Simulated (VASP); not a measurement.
The system is Au.

```xyz
1
Lattice="0.0000 2.0856 2.0856 2.0856 0.0000 2.0856 2.0856 2.0856 0.0000" Properties=species:S:1:pos:R:3 pbc="T T T"
Au    0.0000    0.0000    0.0000
```

- Program: VASP 6.6.1
- Task: relaxation of cell and atoms
- Functional: r2SCAN
- Potentials or basis: VASP PAW PBE potentials, release 64 (Au)
- Cutoff: 600 eV
- k mesh: 18 × 18 × 18
- Occupations: gaussian, width 0.1 eV
- Spin: no spin polarisation

At the start: pressure -4.5 GPa; volume 18.14 Å³/atom.

**Question.** Where does the relaxation end?

**Answer.** Over 3 steps the energy falls by 8.3 meV/atom and the volume is 17.58 Å³/atom (-3.1 %); space group Fm-3m (No. 225, to 0.05 Å).

The path:
```
step  energy change (eV)  largest force (eV/Å)  pressure (GPa)  volume (Å³)
   1              0.0000                0.0000           -4.49        18.14
   2              0.0082                0.0000            7.62        16.84
   3             -0.0083                0.0000           -0.03        17.58
```

Final structure:
```
Au
1.0
     0.00000    2.06379    2.06379
     2.06379    0.00000    2.06379
     2.06379    2.06379    0.00000
Au
1
Direct
  0.00000 0.00000 0.00000
```

Caveat: the PAW data sets were made with another functional, which shifts forces and pressure a little.
